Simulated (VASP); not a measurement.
Re, 3 atoms in the cell. It takes space group P6/mmm (No. 191, hexagonal). Conventional cell: a = 4.379 Å, b = 4.379 Å, c = 2.745 Å, α = 90.00°, β = 90.00°, γ = 120.00°. Re (site symmetry 6/mmm) has 14 Re at 2.74 to 2.88 Å within 3.6 Å. Re (site symmetry -6m2) has 11 Re at 2.53 to 2.88 Å within 3.3 Å. This isn't the form of Re at room conditions, which is hcp.

* Program: VASP 6.6.1
* Task: single point
* Functional: PBE
* Potentials or basis: VASP PAW PBE potentials, release 64 (Re_sv_GW)
* Cutoff: 560 eV
* k mesh: 12 × 12 × 16
* Occupations: gaussian, width 0.1 eV
* Spin: no spin polarisation
* Dipole correction: no
* Further INCAR settings: ALGO = Normal; EDIFF = 1e-06; NBANDS = 30

Potentials or basis: VASP PAW PBE potentials, release 64 (Re_sv_GW).

The run is started by

```sh
$ cat potpaw_PBE.64/Re_sv_GW/POTCAR > POTCAR
$ mpirun -np 1 vasp_std > vasp.out
```

Hardware: 1 thread of Intel(R) Xeon(R) Platinum 8259CL CPU @ 2.50GHz (Skylake/Cascade Lake), on a shared host.

Estimate the wall time of this run.

Wall time 3.2 min on 1 thread of Intel(R) Xeon(R) Platinum 8259CL CPU @ 2.50GHz (Skylake/Cascade Lake), on a shared host, peak memory 0.34 GiB. Counts: scf iterations 13, k points 171.
